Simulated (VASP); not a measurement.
# TaN (P6_3/mmc) in VASP: settings compared

The runs below take TaN through density of states, with PBE, PBEsol.

All numbers are computed with VASP 6.6.1; they aren't measurements. Logs are shortened: lines on timing, memory, paths and dates and some standing lists are left out, and cuts for length are marked.

### Step 1. The cell of the first run

Symmetry: P6_3/mmc, No. 194, hexagonal system. The conventional cell has a = 2.922 Å, b = 2.922 Å, c = 5.917 Å, α = 90.00°, β = 90.00°, γ = 120.00°. Within 3.0 Å of Ta (site symmetry -3m) lie 6 N at 2.24 Å and 8 Ta at 2.92 to 2.96 Å. N (site symmetry -6m2) has 6 Ta at 2.24 Å and 6 N at 2.92 Å within 3.0 Å.

### Step 2. Density of states, PBE

POSCAR

```
TaN
1.0
    2.9217699809      0.0000000000      0.0000000000
   -1.4608849905      2.5303270275      0.0000000000
    0.0000000000      0.0000000000      5.9165150000
Ta N
2 2
Direct
    0.0000000000      0.0000000000      0.5000000000
    0.0000000000      0.0000000000      0.0000000000
    0.3333333333      0.6666666667      0.2500000000
    0.6666666667      0.3333333333      0.7500000000
```

INCAR.step1

```
ALGO = Normal ; EDIFF = 1E-7
ENCUT = 520 ; GGA = PE
ISIF = 2 ; ISMEAR = -1
LASPH = T ; LCHARG = T
LMAXMIX = 4 ; LREAL = F
LWAVE = F ; NBANDS = 24
NELM = 60 ; PREC = Accurate
SIGMA = 0.05
```

KPOINTS.step1

```
k-points
0
Gamma
  6 6 3
```

INCAR.step2

```
ALGO = Normal ; EDIFF = 1E-7
ENCUT = 520 ; GGA = PE
ICHARG = 11 ; ISIF = 2
ISMEAR = -5 ; LASPH = T
LCHARG = F ; LMAXMIX = 4
LORBIT = 10 ; LREAL = F
LWAVE = F ; NEDOS = 1001
NELM = 60 ; PREC = Accurate
SIGMA = 0.05
```

KPOINTS.step2

```
k-points
0
Gamma
  9 9 5
```

Potentials or basis: VASP PAW PBE potentials, release 64 (Ta_pv, N).

Launch:

```bash
> cat potpaw_PBE.64/Ta_pv/POTCAR potpaw_PBE.64/N/POTCAR > POTCAR
> cp INCAR.step1 INCAR
> cp KPOINTS.step1 KPOINTS
> mpirun -np 1 vasp_std > vasp.out
> cp INCAR.step2 INCAR
> cp KPOINTS.step2 KPOINTS
> mpirun -np 1 vasp_std > vasp.out
```

OUTCAR:

```text
EDIFF = 1E-7
   ENCUT = 520
   GGA = PE
   ICHARG = 11
   ISIF = 2
   ISMEAR = -5
   LASPH = T
   LORBIT = 10
   LREAL = F
   NELM = 60
   PREC = Accurate

 ion  position               nearest neighbor table
   1  0.000  0.000  0.500-   3 2.24   4 2.24   4 2.24   3 2.24   4 2.24   3 2.24   2 2.96   2 2.96

   2  0.000  0.000  0.000-   3 2.24   4 2.24   4 2.24   3 2.24   4 2.24   3 2.24   1 2.96   1 2.96

   3  0.333  0.667  0.250-   1 2.24   2 2.24   1 2.24   2 2.24   1 2.24   2 2.24
   4  0.667  0.333  0.750-   1 2.24   2 2.24   1 2.24   2 2.24   1 2.24   2 2.24

  LATTYP: Found a hexagonal cell.
 ALAT       =     2.9217699809
 C/A-ratio  =     2.0249763119

  Lattice vectors:

 A1 = (   2.9217699809,   0.0000000000,   0.0000000000)
 A2 = (  -1.4608849905,   2.5303270275,   0.0000000000)
 A3 = (   0.0000000000,   0.0000000000,   5.9165150000)

Analysis of symmetry for initial positions (statically):
=====================================================================
 Subroutine PRICEL returns:
 Original cell was already a primitive cell.

 Routine SETGRP: Setting up the symmetry group for a
 hexagonal supercell.

 Subroutine GETGRP returns: Found 24 space group operations
 (whereof 12 operations were pure point group operations)
 out of a pool of 24 trial point group operations.

The static configuration has the point symmetry D_3d.
 The point group associated with its full space group is D_6h.

Analysis of symmetry for dynamics (positions and initial velocities):
=====================================================================
 Subroutine PRICEL returns:
 Original cell was already a primitive cell.

 Routine SETGRP: Setting up the symmetry group for a
 hexagonal supercell.

 Subroutine GETGRP returns: Found 24 space group operations
 (whereof 12 operations were pure point group operations)
 out of a pool of 24 trial point group operations.

The dynamic configuration has the point symmetry D_3d.
 The point group associated with its full space group is D_6h.

 Subroutine INISYM returns: Found 24 space group operations
 (whereof 12 operations are pure point group operations),
 and found     1 'primitive' translations

----------------------------------------------------------------------------------------

                                     Primitive cell

  volume of cell :      43.7410

  direct lattice vectors                    reciprocal lattice vectors
     2.921769981  0.000000000  0.000000000     0.342258291  0.197602916  0.000000000
    -1.460884991  2.530327027  0.000000000     0.000000000  0.395205833  0.000000000
     0.000000000  0.000000000  5.916515000     0.000000000  0.000000000  0.169018417

  length of vectors
     2.921769981  2.921769981  5.916515000     0.395205833  0.395205833  0.169018417

  position of ions in fractional coordinates (direct lattice)
     0.000000000  0.000000000  0.500000000
     0.000000000  0.000000000  0.000000000
     0.333333333  0.666666667  0.250000000
     0.666666667  0.333333333  0.750000000

  ion indices of the primitive-cell ions
   primitive index   ion index
                 1           1
                 2           2
                 3           3
                 4           4

----------------------------------------------------------------------------------------

 KPOINTS: k-points

Automatic generation of k-mesh.
 Grid dimensions read from file:
 generate k-points for:    9    9    5

 Generating k-lattice:

  Cartesian coordinates                     Fractional coordinates (reciprocal lattice)
     0.038028699  0.021955880  0.000000000     0.111111111  0.000000000  0.000000000
     0.000000000  0.043911759  0.000000000     0.000000000  0.111111111  0.000000000
     0.000000000  0.000000000  0.033803683     0.000000000  0.000000000  0.200000000

  Length of vectors
     0.043911759  0.043911759  0.033803683

  Shift w.r.t. Gamma in fractional coordinates (k-lattice)
     0.000000000  0.000000000  0.000000000

 TETIRR: Found    371 inequivalent tetrahedra from     2430

 Subroutine IBZKPT returns following result:
 ===========================================

 Found     36 irreducible k-points:

 Following reciprocal coordinates:
            Coordinates               Weight
  0.000000  0.000000  0.000000      1.000000
  0.111111  0.000000  0.000000      6.000000
  0.222222  0.000000  0.000000      6.000000
  0.333333  0.000000  0.000000      6.000000
  0.444444  0.000000  0.000000      6.000000
  0.111111  0.111111  0.000000      6.000000
[... 16 lines left out ...]
  0.333333  0.222222  0.200000     24.000000
  0.333333  0.333333  0.200000      4.000000
 [... further k-points ...]
   k-points           NKPTS =     36   k-points in BZ     NKDIM =     36   number of bands    NBANDS=     20
   number of dos      NEDOS =   1001   number of ions     NIONS =      4
   total plane-waves  NPLWV =  27648
   dimension x,y,z NGX =    24 NGY =   24 NGZ =   48
   dimension x,y,z NGXF=    48 NGYF=   48 NGZF=   96
   ions per type =               2   2
   NGX,Y,Z   is equivalent  to a cutoff of  13.66, 13.66, 13.49 a.u.
   NGXF,Y,Z  is equivalent  to a cutoff of  27.31, 27.31, 26.97 a.u.
 SYSTEM =  unknown system
   PREC   = accura    normal or accurate (medium, high low for compatibility)
   ISTART =      0    job   : 0-new  1-cont  2-samecut
   ICHARG =     11    charge: 1-file 2-atom 10-const
   ISPIN  =      1    spin polarized calculation?
   LNONCOLLINEAR =      F non collinear calculations
   LSORBIT =      F    spin-orbit coupling
   LASPH  =      T    aspherical Exc in radial PAW
   ENCUT  =  520.0 eV  38.22 Ry    6.18 a.u.   5.43  5.43 11.00*2*pi/ulx,y,z
   NELM   =     60;   NELMIN=  2; NELMDL=  0     # of ELM steps
   EDIFF  = 0.1E-06   stopping-criterion for ELM
   LREAL  =      F    real-space projection
   EDIFFG = 0.1E-05   stopping-criterion for IOM
   NSW    =      0    number of steps for IOM
   IBRION =     -1    ionic relax: 0-MD 1-quasi-New 2-CG
   NFREE  =      0    steps in history (QN), initial steepest desc. (CG)
   ISIF   =      2    stress and relaxation
   ISYM   =      2    0-nonsym 1-usesym 2-fastsym
   POTIM  = 0.5000    time-step for ionic-motion
   TEBEG  =    0.0;   TEEND  =   0.0 temperature during run
   PSTRESS=    0.0 pullay stress
   NELECT =      32.0000    total number of electrons
   NUPDOWN=      -1.0000    fix difference up-down
   EMIN   =  10.00;   EMAX   =-10.00  energy-range for DOS
   EFERMI =   0.00;   METHOD = LEGACY
   ISMEAR =    -5;   SIGMA  =   0.05  broadening in eV -4-tet -1-fermi 0-gaus
   EFERMI_NEDOS =   21; number of points for ismear=-14 and -15
   IALGO  =     38    algorithm
   IMIX   =      4    mixing-type and parameters
     AMIX     =   0.40;   BMIX     =  1.00
     AMIX_MAG =   1.60;   BMIX_MAG =  1.00
  volume/ion in A,a.u.               =      10.94        73.79
  Fermi-wavevector in a.u.,A,eV,Ry     =   1.475124  2.787581 29.606163  2.175992
  Thomas-Fermi vector in A             =   2.589812
   LORBIT       =     10    0 simple, 1 ext, 2 COOP (PROOUT), +10 PAW based schemes
   GGA     = PE    functional components
   LHFCALC =     F    Hartree Fock is set to
   AEXX    =    0.0000 exact exchange contribution
   IVDW    =     0    specifies the selected vdW correction
   LEPSILON=     F    determine dielectric tensor
   LRPA    =     F    only Hartree local field effects (RPA)
 non-spin polarized calculation
 Fermi weights with tetrahedron method with Bloechl corrections
  energy-cutoff  :      520.00
  volume of cell :       43.74
 maximum number of plane-waves:      1223
 NGX is ok and might be reduce to    24

 number of electron      32.0000005 magnetization

 Free energy of the ion-electron system (eV)
  ---------------------------------------------------
  ext. energy  EPLUGINS =         0.00000000
  ---------------------------------------------------
  free energy    TOTEN  =       -44.01680208 eV

  energy without entropy =      -44.01680208  energy(sigma->0) =      -44.01680208

 E-fermi :   8.1725     XC(G=0): -13.2674

 val. band max:        8.3157261995   @ k =   0.3333   0.3333   0.0000
 cond. band min:       7.8485687163   @ k =   0.2222   0.2222   0.2000
 fundamental gap:     -0.4671574832
 Fermi energy:         8.1724926116

 k-point     1 :       0.0000    0.0000    0.0000
  band No.  band energies     occupation
      1     -27.4965      2.00000
      2     -26.7547      2.00000
      3     -26.5188      2.00000
      4     -26.5188      2.00000
      5     -26.4584      2.00000
      6     -26.4584      2.00000
[... 12 lines left out ...]
     19       8.6664      0.00000
     20      10.4546      0.00000

 k-point     2 :       0.1111    0.0000    0.0000
  band No.  band energies     occupation
      1     -27.4664      2.00000
      2     -26.7370      2.00000
      3     -26.6530      2.00000
      4     -26.5817      2.00000
      5     -26.5476      2.00000
      6     -26.4855      2.00000
[... 12 lines left out ...]
     19       9.2862      0.00000
     20      10.5711      0.00000
[... 465 lines left out ...]
      3     -27.1584      2.00000
      4     -27.0167      2.00000
      5     -26.9405      2.00000
      6     -26.6532      2.00000
[... 12 lines left out ...]
     19      11.8337      0.00000
     20      12.4019      0.00000

 k-point    24 :       0.3333    0.3333    0.2000
  band No.  band energies     occupation
      1     -27.2532      2.00000
      2     -27.2532      2.00000
      3     -27.1624      2.00000
      4     -27.1624      2.00000
      5     -27.1435      2.00000
      6     -26.6436      2.00000
[... 12 lines left out ...]
     19      10.3043      0.00000
     20      12.5942      0.00000

 [... further k-points ...]

------------------------ aborting loop because EDIFF is reached ----------------------------------------

  FORCE on cell =-STRESS in cart. coord.  units (eV):
  Direction    XX          YY          ZZ          XY          YZ          ZX
  --------------------------------------------------------------------------------------
  -------------------------------------------------------------------------------------
  Total       -0.3206627     -0.3206627      0.3812366      0.0000000     -0.0000000      0.0000000
  in kB      -11.7454708    -11.7454708     13.9642136      0.0000000     -0.0000000      0.0000000
  external PRESSURE =      -3.1755760 kB  Pullay stress =       0.0000000 kB

 VOLUME and BASIS-vectors are now :
 -----------------------------------------------------------------------------
  energy-cutoff  :      520.00
  volume of cell :       43.74
      direct lattice vectors                 reciprocal lattice vectors
     2.921769981  0.000000000  0.000000000     0.342258291  0.197602916  0.000000000
    -1.460884991  2.530327027  0.000000000     0.000000000  0.395205833  0.000000000
     0.000000000  0.000000000  5.916515000     0.000000000  0.000000000  0.169018417

 POSITION                                       TOTAL-FORCE (eV/Angst)
 -----------------------------------------------------------------------------------
      0.00000      0.00000      2.95826         0.000000      0.000000      0.000000
      0.00000      0.00000      0.00000         0.000000      0.000000      0.000000
     -0.00000      1.68688      1.47913        -0.000000     -0.000000     -0.000000
      1.46088      0.84344      4.43739         0.000000      0.000000      0.000000
 -----------------------------------------------------------------------------------
    total drift:                               -0.000000      0.000000      0.000000

  FREE ENERGIE OF THE ION-ELECTRON SYSTEM (eV)
  ---------------------------------------------------
  free  energy   TOTEN  =       -44.0168020839 eV

  energy  without entropy=      -44.0168020839  energy(sigma->0) =      -44.01680208

 total charge

# of ion       s       p       d       tot
------------------------------------------
    1        0.294   6.233   2.457   8.983
    2        0.294   6.233   2.457   8.983
    3        1.232   2.474   0.000   3.706
    4        1.232   2.474   0.000   3.706
--------------------------------------------------
tot          3.051  17.413   4.913  25.378
```

Wall time 56 s (1 thread of Intel Xeon 8259CL, shared host); peak memory 0.18 GiB.

Results:

```
Valence electrons inside the program's atomic spheres : Ta 8.98; N 3.71
```

Levels at points of the mesh, in eV from the Fermi level:
```csv
k point,band 12,band 13,band 14,band 15,band 16,band 17,band 18,band 19,band 20
"(0.00, 0.00, 0.00)",-4.34,-3.54,-2.03,-2.03,-0.30,-0.30,0.49,0.49,2.28
```

Caveat: the k points lie up to 0.41 Å⁻¹ apart; spin-orbit coupling is left out, which moves the levels of the heavy elements; tetrahedron occupations give inexact forces and stress in metals.

### Step 3. Density of states, PBEsol

POSCAR is that of step 2.

INCAR.step1

```
SYSTEM = TaN
PREC = Accurate
ENCUT = 520
EDIFF = 1E-6
ISMEAR = -1
SIGMA = 0.05
LREAL = .False.
LASPH = .True.
NELM = 80
ALGO = Normal
ISIF = 2
LWAVE = .False.
LCHARG = .True.
LMAXMIX = 4
GGA = PS
NBANDS = 24
```

KPOINTS.step1

```
Automatic mesh
0
Gamma
  6 6 3
  0 0 0
```

INCAR.step2

```
SYSTEM = TaN
PREC = Accurate
ENCUT = 520
EDIFF = 1E-6
ISMEAR = -5
SIGMA = 0.05
LREAL = .False.
LASPH = .True.
NELM = 80
ALGO = Normal
ISIF = 2
LWAVE = .False.
LCHARG = .False.
LMAXMIX = 4
GGA = PS
LORBIT = 10
NEDOS = 1001
ICHARG = 11
```

KPOINTS.step2

```
Automatic mesh
0
Gamma
  9 9 5
  0 0 0
```

Potentials or basis: VASP PAW PBE potentials, release 64 (Ta_pv, N).

Launch:

```bash
> cat potpaw_PBE.64/Ta_pv/POTCAR potpaw_PBE.64/N/POTCAR > POTCAR
> cp INCAR.step1 INCAR
> cp KPOINTS.step1 KPOINTS
> mpirun -np 1 vasp_std > vasp.out
> cp INCAR.step2 INCAR
> cp KPOINTS.step2 KPOINTS
> mpirun -np 1 vasp_std > vasp.out
```

It took 49 s on 1 thread of Intel Xeon 8259CL, shared host; peak memory 0.18 GiB.

It converged, with:

```yaml
Valence_electrons_inside_the_program's_atomic_spheres: Ta 8.99; N 3.68
```

Levels at points of the mesh, in eV from the Fermi level:
```
           k point  band 12  band 13  band 14  band 15  band 16  band 17  band 18  band 19  band 20
(0.00, 0.00, 0.00)    -4.35    -3.52    -1.99    -1.99    -0.31    -0.31     0.48     0.48     2.31
```

Caveat: the k points lie up to 0.41 Å⁻¹ apart; the PAW data sets were made with another functional, which shifts forces and pressure a little; spin-orbit coupling is left out, which moves the levels of the heavy elements; tetrahedron occupations give inexact forces and stress in metals.
